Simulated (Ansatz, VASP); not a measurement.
**Ag in VASP and in Ansatz**

File INCAR:

```
PREC = Accurate ; ENCUT = 520
EDIFF = 1E-6 ; ISMEAR = 0
SIGMA = 0.15 ; LREAL = False
LASPH = True ; NELM = 100
ALGO = Normal ; ISIF = 2
LWAVE = False ; LCHARG = False
GGA = PE ; NBANDS = 12
```

Contents of KPOINTS:

```
Automatic mesh
0
Gamma
  20 20 20
```

File POSCAR:

```
Ag
1.0
   -1.5232016800      1.5232016800      1.6556540000
    1.5232016800     -1.5232016800      1.6556540000
    1.5232016800      1.5232016800     -1.6556540000
Ag
1
Direct
    0.0000000000      0.0000000000      0.0000000000
```

Input for Ansatz:

```yaml
crystal:
  lattice:
    - [-1.52320168, 1.52320168, 1.655654]
    - [1.52320168, -1.52320168, 1.655654]
    - [1.52320168, 1.52320168, -1.655654]
  atoms:
    - { symbol: Ag, position: [0.0, 0.0, 0.0] }
basis:
  ecutwfc: 420
kpoints:
  mp_grid: { grid: [20, 20, 20] }
hamiltonian:
  xc: pbe
scf:
  occupations: { method: gaussian, width: 0.15 }
output:
  forces: true
  stress: true
  eigenvalues: true
```

Change from the starting cell: strain -0.080 along x and y, +0.000 along z, atoms carried along.

Alike in both runs: task single point; functional PBE; k mesh 20 × 20 × 20; occupations gaussian, width 0.15 eV; no spin polarisation.

|  | VASP | Ansatz |
| --- | --- | --- |
| version | VASP 6.6.1 | Ansatz 0.2.0 |
| potentials or method | VASP PAW PBE potentials, release 64 (Ag), cutoff 520 eV | scalar-relativistic, plane waves, PAW |
| valence electrons in the cell | 11 | 19 |

```csv
,VASP,Ansatz,Ansatz less VASP
gap on the k mesh at the Fermi level (eV),none,none,-
pressure (GPa),21.5,21.8,+0.35
"traceless stress, the component that is largest in VASP (GPa)",1.22,1.23,+0.007
```

A gap of «none» marks a metal or a gap that the smearing closes. The functional is the same, so the differences come from potentials, cutoffs and numerics. VASP's potentials hold 11 valence electrons a cell and Ansatz's 19, so a difference there can come from the potentials and not from the codes.
